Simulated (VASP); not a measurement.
Input of a VASP 6.6.1 run:

The input INCAR:

```
ALGO = Normal
EDIFF = 1E-6
ENCUT = 500
GGA = PE
GGA_COMPAT = F
ISIF = 2
ISMEAR = 0
LASPH = T
LCHARG = F
LMAXMIX = 6
LREAL = F
LWAVE = F
NBANDS = 36
NELM = 200
PREC = Accurate
SIGMA = 0.2
```

The input KPOINTS:

```
k-points
0
Gamma
  5 5 2
```

File POSCAR:

```
Pr4Hg
1.0
    3.7884108637      0.0000000000      0.0000000000
   -1.8942054318      3.2808600479      0.0000000000
    0.0000000000      0.0000000000     13.6979921810
Pr Hg
4 1
Direct
    0.3333333333      0.6666666667      0.8218614155
    0.3333333333      0.6666666667      0.3932184424
    0.6666666667      0.3333333333      0.1781385845
    0.6666666667      0.3333333333      0.6067815576
    0.0000000000      0.0000000000      0.0000000000
```

Potentials or basis: VASP PAW PBE potentials, release 64 (Pr_3, Hg), 4f in core.

The run is started by

```bash
$ cat potpaw_PBE.64/Pr_3/POTCAR potpaw_PBE.64/Hg/POTCAR > POTCAR
$ mpirun -np 1 vasp_std > vasp.out
```

**Question.** Estimate the pressure.

**Answer.** 0.7 GPa.

**Question.** Predict the band gap on the k mesh.

**Answer.** Zero (bands 28 and 29 overlap by 1.50 eV).

**Question.** Estimate the largest force.

**Answer.** 0.049 eV/Å.

Stress tensor (GPa, compression positive):
```
0.70 0.00 0.00
0.00 0.70 0.00
0.00 0.00 0.84
```

Caveat: the k points lie up to 0.38 Å⁻¹ apart, too coarse for converged energies and pressures of a metal; spin-orbit coupling is left out, which moves the levels of the heavy elements; the 4f electrons are frozen in the core, so they carry no moment and show no levels. Spin polarisation is off, so any magnetic state and its effect on volume and gap are missing.
